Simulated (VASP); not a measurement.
A run of VASP 6.6.1 is set up as follows.

File INCAR:

```
SYSTEM = P
PREC = Accurate ; ENCUT = 600
EDIFF = 1E-6 ; ISMEAR = -1
SIGMA = 0.05 ; LREAL = .False.
LASPH = .True. ; NELM = 100
ALGO = Normal ; ISIF = 3
LWAVE = .False. ; LCHARG = .False.
GGA = PS ; IBRION = 2
NSW = 60 ; EDIFFG = -0.01
```

File KPOINTS:

```
Automatic mesh
0
Gamma
  8 1 6
  0 0 0
```

The input POSCAR:

```
P
1.0
    3.2837277200      0.0000000000      0.0000000000
    0.0000000000     34.8570309900      0.0000000000
    0.0000000000      0.0000000000      4.6320847100
P
4
Direct
    0.5000000000      0.9702614300      0.9078492800
    0.5000000000      0.0297385700      0.0921507200
    0.0000000000      0.0297385700      0.4078492800
    0.0000000000      0.9702614300      0.5921507200
```

Potentials or basis: VASP PAW PBE potentials, release 64 (P).

Run with:

```bash
$ cat potpaw_PBE.64/P/POTCAR > POTCAR
$ mpirun -np 1 vasp_std > vasp.out
```

(1) Estimate the relaxed cell.

(2) What does it give for the band gap on the k mesh?

(3) Estimate the space group after relaxing (to 0.1 Å).

Answers

(1) a = 3.285 Å, b = 35.184 Å, c = 4.435 Å, α = 90.00°, β = 90.00°, γ = 90.00°.

(2) 0.73 eV.

(3) Pmna (No. 53).

Caveat: there is no dipole correction, which matters where the two faces differ; semilocal functionals underestimate gaps, and a narrow one can read as zero.
